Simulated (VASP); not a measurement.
# AlNi (Pm-3m) in VASP: settings compared

The runs below take AlNi through single point, with PBE+D3(BJ), PBE.

All numbers are computed with VASP 6.6.1; they aren't measurements. Logs are shortened: lines on timing, memory, paths and dates and some standing lists are left out, and cuts for length are marked.

## 1. The cell of the first run

Symmetry: Pm-3m, No. 221, cubic system. Conventional cell: a = 2.857 Å, b = 2.857 Å, c = 2.857 Å, α = 90.00°, β = 90.00°, γ = 90.00°. Ni (site symmetry m-3m) has 8 Al at 2.47 Å and 6 Ni at 2.86 Å within 3.3 Å. Within 3.3 Å of Al (site symmetry m-3m) lie 8 Ni at 2.47 Å and 6 Al at 2.86 Å.

## 2. Single point, PBE+D3(BJ), collinear spin, ferromagnetic start

Contents of INCAR:

```
SYSTEM = AlNi
PREC     = Accurate       ! precision mode
ENCUT    = 520            ! plane-wave cutoff, eV
EDIFF    = 1E-6           ! SCF threshold, eV
ISMEAR   = -1             ! smearing method
SIGMA    = 0.05           ! smearing width, eV
LREAL    = .False.        ! projectors in reciprocal space
LASPH    = .True.         ! aspherical terms in the spheres
NELM     = 150            ! most SCF steps
ALGO     = Normal         ! electronic algorithm
ISIF     = 2              ! what is computed and relaxed
LWAVE    = .False.        ! write WAVECAR
LCHARG   = .False.        ! write CHGCAR
ISPIN    = 2              ! spin polarisation
MAGMOM   = 1 0            ! initial moments
LORBIT   = 11             ! projections on sites
LMAXMIX  = 4              ! l up to which the mixer works
GGA      = PE             ! functional
IVDW     = 12             ! dispersion correction
NBANDS   = 18             ! bands
```

Contents of KPOINTS:

```
regular mesh
0
Gamma
  9 9 9
  0 0 0
```

Contents of POSCAR:

```
AlNi
1.0
    2.8567381046      0.0000000000      0.0000000000
    0.0000000000      2.8567381046      0.0000000000
    0.0000000000      0.0000000000      2.8567381046
Ni Al
1 1
Direct
    0.5000000000      0.5000000000      0.5000000000
    0.0000000000      0.0000000000      0.0000000000
```

Potentials or basis: VASP PAW PBE potentials, release 64 (Ni, Al).

Run with:

```console
> cat potpaw_PBE.64/Ni/POTCAR potpaw_PBE.64/Al/POTCAR > POTCAR
> mpirun -np 1 vasp_std > vasp.out
```

OUTCAR:

```text
SYSTEM = AlNi
   PREC = Accurate
   ENCUT = 520
   EDIFF = 1E-6
   ISMEAR = -1
   LREAL = .False.
   LASPH = .True.
   NELM = 150
   ISIF = 2
   ISPIN = 2
   LORBIT = 11
   GGA = PE
   IVDW = 12
 IVDW          = 12

 ion  position               nearest neighbor table
   1  0.500  0.500  0.500-   2 2.47   2 2.47   2 2.47   2 2.47   2 2.47   2 2.47   2 2.47   2 2.47

   2  0.000  0.000  0.000-   1 2.47   1 2.47   1 2.47   1 2.47   1 2.47   1 2.47   1 2.47   1 2.47

  LATTYP: Found a simple cubic cell.
 ALAT       =     2.8567381046

  Lattice vectors:

 A1 = (   2.8567381046,   0.0000000000,   0.0000000000)
 A2 = (   0.0000000000,   2.8567381046,   0.0000000000)
 A3 = (   0.0000000000,   0.0000000000,   2.8567381046)

Analysis of symmetry for initial positions (statically):
=====================================================================
 Subroutine PRICEL returns:
 Original cell was already a primitive cell.

 Routine SETGRP: Setting up the symmetry group for a
 simple cubic supercell.

 Subroutine GETGRP returns: Found 48 space group operations
 (whereof 48 operations were pure point group operations)
 out of a pool of 48 trial point group operations.

The static configuration has the point symmetry O_h .

Analysis of symmetry for dynamics (positions and initial velocities):
=====================================================================
 Subroutine PRICEL returns:
 Original cell was already a primitive cell.

 Routine SETGRP: Setting up the symmetry group for a
 simple cubic supercell.

 Subroutine GETGRP returns: Found 48 space group operations
 (whereof 48 operations were pure point group operations)
 out of a pool of 48 trial point group operations.

The dynamic configuration has the point symmetry O_h .

Analysis of structural, dynamic, and magnetic symmetry:
=====================================================================
 Subroutine PRICEL returns:
 Original cell was already a primitive cell.

 Routine SETGRP: Setting up the symmetry group for a
 simple cubic supercell.

 Subroutine GETGRP returns: Found 48 space group operations
 (whereof 48 operations were pure point group operations)
 out of a pool of 48 trial point group operations.

The overall configuration has the point symmetry O_h .

 Subroutine INISYM returns: Found 48 space group operations
 (whereof 48 operations are pure point group operations),
 and found     1 'primitive' translations

----------------------------------------------------------------------------------------

[... 116 lines left out ...]
   LORBIT       =     11    0 simple, 1 ext, 2 COOP (PROOUT), +10 PAW based schemes
   GGA     = PE    functional components
   LHFCALC =     F    Hartree Fock is set to
   AEXX    =    0.0000 exact exchange contribution
   IVDW    =    12    specifies the selected vdW correction
   LEPSILON=     F    determine dielectric tensor
   LRPA    =     F    only Hartree local field effects (RPA)
 spin polarized calculation
  energy-cutoff  :      520.00
  volume of cell :       23.31
 maximum number of plane-waves:       647
 NGX is ok and might be reduce to    24
   NGX = 11   NGY = 11   NGZ = 11

 number of electron      13.0000008 magnetization      -0.0007247

 number of electron      13.0000008 magnetization       0.0002341

 Free energy of the ion-electron system (eV)
  ---------------------------------------------------
  ext. energy  EPLUGINS =         0.00000000
  ---------------------------------------------------
  free energy    TOTEN  =       -10.52031440 eV

  energy without entropy =      -10.51395449  energy(sigma->0) =      -10.51713444

 E-fermi :  10.3709     XC(G=0): -12.1715

 val. band max:       10.3054224373   @ k =   0.3333   0.1111   0.0000
 cond. band min:      10.4231671878   @ k =   0.3333   0.1111   0.1111
 fundamental gap:      0.1177447505
 Fermi energy:        10.3709197520

 spin component 1

 k-point     1 :       0.0000    0.0000    0.0000
  band No.  band energies     occupation
      1      -0.9594      1.00000
      2       7.0043      1.00000
      3       7.0043      1.00000
      4       8.7577      1.00000
      5       8.7577      1.00000
      6       8.7577      1.00000
[... 493 lines left out ...]
     17      33.2675      0.00000
     18      37.2238      0.00000

 [... further k-points ...]

 spin component 2

 k-point     1 :       0.0000    0.0000    0.0000
  band No.  band energies     occupation
      1      -0.9595      1.00000
      2       7.0043      1.00000
      3       7.0043      1.00000
      4       8.7577      1.00000
      5       8.7577      1.00000
      6       8.7577      1.00000
[... 493 lines left out ...]
     17      33.2675      0.00000
     18      37.2234      0.00000

 [... further k-points ...]

------------------------ aborting loop because EDIFF is reached ----------------------------------------

 Edisp (eV)   -0.90947

 E8    (eV) :    -0.4010

  FORCE on cell =-STRESS in cart. coord.  units (eV):
  Direction    XX          YY          ZZ          XY          YZ          ZX
  --------------------------------------------------------------------------------------
  -------------------------------------------------------------------------------------
  Total      -0.00944    -0.00944    -0.00944    -0.00000    -0.00000     0.00000
  in kB      -0.64906    -0.64906    -0.64906    -0.00000    -0.00000     0.00000
  external pressure =       -0.65 kB  Pullay stress =        0.00 kB

 VOLUME and BASIS-vectors are now :
 -----------------------------------------------------------------------------
  energy-cutoff  :      520.00
  volume of cell :       23.31
      direct lattice vectors                 reciprocal lattice vectors
     2.856738105  0.000000000  0.000000000     0.350049589  0.000000000  0.000000000
     0.000000000  2.856738105  0.000000000     0.000000000  0.350049589  0.000000000
     0.000000000  0.000000000  2.856738105     0.000000000  0.000000000  0.350049589

 POSITION                                       TOTAL-FORCE (eV/Angst)
 -----------------------------------------------------------------------------------
      1.42837      1.42837      1.42837         0.000000      0.000000      0.000000
      0.00000      0.00000      0.00000         0.000000      0.000000      0.000000
 -----------------------------------------------------------------------------------
    total drift:                                0.000000      0.000000     -0.000000

  FREE ENERGIE OF THE ION-ELECTRON SYSTEM (eV)
  ---------------------------------------------------
  free  energy   TOTEN  =       -11.4297865768 eV

  energy  without entropy=      -11.4234266715  energy(sigma->0) =      -11.42660662

 total charge

# of ion       s       p       d       tot
------------------------------------------
    1        0.486   0.541   8.483   9.509
    2        0.387   0.424   0.000   0.811
--------------------------------------------------
tot          0.872   0.965   8.483  10.320

 magnetization (x)

# of ion       s       p       d       tot
------------------------------------------
    1       -0.000  -0.000   0.000   0.000
    2        0.000   0.000   0.000   0.000
--------------------------------------------------
tot          0.000   0.000   0.000   0.000
```

OSZICAR:

```text
N       E                     dE             d eps       ncg     rms          rms(c)
DAV:   1     0.456159717310E+02    0.45616E+02   -0.52418E+03  2600   0.788E+02
DAV:   2    -0.929803122352E+01   -0.54914E+02   -0.48160E+02  2704   0.161E+02
DAV:   3    -0.119046938366E+02   -0.26067E+01   -0.25357E+01  3038   0.361E+01
DAV:   4    -0.119389748547E+02   -0.34281E-01   -0.34249E-01  2904   0.371E+00
DAV:   5    -0.119397511348E+02   -0.77628E-03   -0.77620E-03  3024   0.603E-01    0.126E+01
DAV:   6    -0.138894804949E+02   -0.19497E+01   -0.40964E+01  2860   0.754E+01    0.162E+01
DAV:   7    -0.105415931850E+02    0.33479E+01   -0.12653E+01  2836   0.445E+01    0.137E+00
DAV:   8    -0.105336487697E+02    0.79444E-02   -0.25184E-01  3304   0.461E+00    0.105E+00
DAV:   9    -0.105196935898E+02    0.13955E-01   -0.40465E-02  3214   0.195E+00    0.542E-01
DAV:  10    -0.105201783257E+02   -0.48474E-03   -0.94248E-04  3488   0.294E-01    0.214E-01
DAV:  11    -0.105202031684E+02   -0.24843E-04   -0.21558E-03  3142   0.413E-01    0.109E-01
DAV:  12    -0.105203124245E+02   -0.10926E-03   -0.21572E-04  3302   0.139E-01    0.421E-02
DAV:  13    -0.105203149774E+02   -0.25529E-05   -0.20187E-05  3440   0.400E-02    0.116E-02
DAV:  14    -0.105203143972E+02    0.58023E-06   -0.84108E-07  1644   0.856E-03
   1 F= -.11429787E+02 E0= -.11426607E+02  d E =-.635991E-02  mag=    -0.0001
```

stdout:

```text
POSCAR found type information on POSCAR NiAl
 POSCAR found :  2 types and       2 ions
 scaLAPACK will be used
 LDA part: xc-table for (Slater+PW92), standard interpolation
 POSCAR, INCAR and KPOINTS ok, starting setup
 FFT: planning ... GRIDC
 FFT: planning ... GRID_SOFT
 FFT: planning ... GRID
 WAVECAR not read
 entering main loop
```

It took 29 s on 1 thread of Intel Xeon 8259CL, shared host; peak memory 0.17 GiB.

Results:

```yaml
Free_energy: -11.4298 eV
Pressure: -0.1 GPa
Net_moment: 0.00 μB per cell
Valence_electrons_inside_the_program's_atomic_spheres: Ni 9.51; Al 0.81
Dispersion_energy_per_atom: -0.455 eV
```

Caveat: pairwise dispersion overbinds metals, which lowers pressure and volume.

## 3. Single point, PBE, collinear spin, ferromagnetic start

This run uses another cell than the first one, of 11.96 Å³/atom, 1.026 times its volume.

Contents of INCAR:

```
PREC     = Accurate       # precision mode
ENCUT    = 520            # plane-wave cutoff, eV
EDIFF    = 1E-6           # SCF threshold, eV
ISMEAR   = 0              # smearing method
SIGMA    = 0.014          # smearing width, eV
LREAL    = F              # projectors in reciprocal space
LASPH    = T              # aspherical terms in the spheres
NELM     = 150            # most SCF steps
ALGO     = Fast           # electronic algorithm
ISIF     = 2              # what is computed and relaxed
LWAVE    = F              # write WAVECAR
LCHARG   = T              # write CHGCAR
ISPIN    = 2              # spin polarisation
MAGMOM   = 1 0            # initial moments
LORBIT   = 11             # projections on sites
LMAXMIX  = 4              # l up to which the mixer works
GGA      = PE             # functional
LELF     = T              # ELF
LVHAR    = T            
NBANDS   = 18             # bands
```

Contents of KPOINTS:

```
regular mesh
0
Gamma
  9 9 9
```

Contents of POSCAR:

```
AlNi
1.0
    2.8810000000      0.0000000000      0.0000000000
    0.0000000000      2.8810000000      0.0000000000
    0.0000000000      0.0000000000      2.8810000000
Ni Al
1 1
Direct
    0.5000000000      0.5000000000      0.5000000000
    0.0000000000      0.0000000000      0.0000000000
```

Potentials or basis: VASP PAW PBE potentials, release 64 (Ni, Al).

Run with:

```console
> cat potpaw_PBE.64/Ni/POTCAR potpaw_PBE.64/Al/POTCAR > POTCAR
> mpirun -np 1 vasp_std > vasp.out
```

It took 40 s on 1 thread of Intel Xeon 8259CL, shared host; peak memory 0.16 GiB.

It converged, with:

| Quantity | Value |
| --- | --- |
| Free energy | -10.5331 eV |
| Pressure | 1.8 GPa |
| Net moment | 0.00 μB per cell |
| Valence electrons inside the program's atomic spheres | Ni 9.46; Al 0.80 |

Levels at points of the mesh, in eV from the Fermi level:
Spin up:
| k point | band 2 | band 3 | band 4 | band 5 | band 6 | band 7 | band 8 | band 9 | band 10 | band 11 |
| --- | --- | --- | --- | --- | --- | --- | --- | --- | --- | --- |
| (0.00, 0.00, 0.00) | -3.26 | -3.26 | -1.58 | -1.58 | -1.58 | 5.47 | 5.47 | 5.47 | 8.10 | 8.10 |
Spin down:
```tsv
k point	band 4	band 5	band 6	band 7	band 8	band 9
(0.00, 0.00, 0.00)	-1.58	-1.58	-1.58	5.47	5.47	5.47
```

## 4. Single point, PBE, collinear spin, ferromagnetic start

This run uses another cell than the first one, of 11.96 Å³/atom, 1.026 times its volume.

Contents of INCAR:

```
SYSTEM = AlNi
ALGO = Fast
EDIFF = 1E-6
ENCUT = 520
GGA = PE
ISIF = 2
ISMEAR = 0
ISPIN = 2
LASPH = .True.
LCHARG = .False.
LMAXMIX = 4
LORBIT = 11
LREAL = .False.
LWAVE = .False.
MAGMOM = 1 0
NBANDS = 18
NELM = 150
PREC = Accurate
SIGMA = 0.015
```

Contents of KPOINTS:

```
k-points
0
Gamma
  9 9 9
  0 0 0
```

POSCAR is that of step 3.

Run with:

```console
> cat potpaw_PBE.64/Ni/POTCAR potpaw_PBE.64/Al/POTCAR > POTCAR
> mpirun -np 1 vasp_std > vasp.out
```

It took 39 s on 1 thread of Intel Xeon 8259CL, shared host; peak memory 0.16 GiB.

Results (log left out):

```yaml
Free_energy: -10.5331 eV
Pressure: 1.8 GPa
Net_moment: 0.00 μB per cell
Valence_electrons_inside_the_program's_atomic_spheres: Ni 9.46; Al 0.80
```

Levels at points of the mesh, in eV from the Fermi level:
Spin up:
| k point | band 4 | band 5 | band 6 | band 7 | band 8 | band 9 |
| --- | --- | --- | --- | --- | --- | --- |
| (0.00, 0.00, 0.00) | -1.58 | -1.58 | -1.58 | 5.48 | 5.48 | 5.48 |
Spin down:
| k point | band 3 | band 4 | band 5 | band 6 | band 7 | band 8 | band 9 | band 10 |
| --- | --- | --- | --- | --- | --- | --- | --- | --- |
| (0.00, 0.00, 0.00) | -3.26 | -1.58 | -1.58 | -1.58 | 5.48 | 5.48 | 5.48 | 8.10 |

## 5. Single point, PBE, collinear spin, ferromagnetic start

This run uses another cell than the first one, of 11.96 Å³/atom, 1.026 times its volume.

Contents of INCAR:

```
PREC     = Accurate       # precision mode
ENCUT    = 520            # plane-wave cutoff, eV
EDIFF    = 1E-6           # SCF threshold, eV
ISMEAR   = 0              # smearing method
SIGMA    = 0.016          # smearing width, eV
LREAL    = False          # projectors in reciprocal space
LASPH    = True           # aspherical terms in the spheres
NELM     = 150            # most SCF steps
ALGO     = Fast           # electronic algorithm
ISIF     = 2              # what is computed and relaxed
LWAVE    = False          # write WAVECAR
LCHARG   = False          # write CHGCAR
ISPIN    = 2              # spin polarisation
MAGMOM   = 1 0            # initial moments
LORBIT   = 11             # projections on sites
LMAXMIX  = 4              # l up to which the mixer works
GGA      = PE             # functional
NBANDS   = 18             # bands
```

Contents of KPOINTS:

```
regular mesh
0
Gamma
  9 9 9
```

POSCAR is that of step 4.

Run with:

```console
> cat potpaw_PBE.64/Ni/POTCAR potpaw_PBE.64/Al/POTCAR > POTCAR
> mpirun -np 1 vasp_std > vasp.out
```

It took 41 s on 1 thread of Intel Xeon 8259CL, shared host; peak memory 0.16 GiB.

Results (log left out):

| Item | Value |
| --- | --- |
| Free energy | -10.5331 eV |
| Pressure | 1.8 GPa |
| Net moment | 0.00 μB per cell |
| Valence electrons inside the program's atomic spheres | Ni 9.46; Al 0.80 |

Levels at points of the mesh, in eV from the Fermi level:
Spin up:
| k point | band 4 | band 5 | band 6 | band 7 | band 8 | band 9 |
| --- | --- | --- | --- | --- | --- | --- |
| (0.00, 0.00, 0.00) | -1.58 | -1.58 | -1.58 | 5.48 | 5.48 | 5.48 |
Spin down:
```
           k point  band 3  band 4  band 5  band 6  band 7  band 8  band 9  band 10
(0.00, 0.00, 0.00)   -3.26   -1.58   -1.58   -1.58    5.48    5.48    5.48     8.10
```

## 6. Summary

```tsv
level	cell	smearing	gap on the mesh (eV)	pressure (GPa)	moment (μB)
PBE+D3(BJ)	a = 2.857 Å, 2 atoms	fermi-dirac 0.05 eV	none	-0.1	0.00
PBE	a = 2.881 Å, 2 atoms	gaussian 0.014 eV	none	1.8	0.00
PBE	a = 2.881 Å, 2 atoms	gaussian 0.015 eV	none	1.8	0.00
PBE	a = 2.881 Å, 2 atoms	gaussian 0.016 eV	none	1.8	0.00
```

Alike in all rows: task single point; potentials or basis VASP PAW PBE potentials, release 64 (Ni, Al); spin collinear, ferromagnetic start; k mesh 9 × 9 × 9; cutoff (eV) 520.

Caveats: pairwise dispersion overbinds metals, which lowers pressure and volume (some runs).

Total energies depend on the potentials used, so only differences within one code and one set of settings carry meaning.
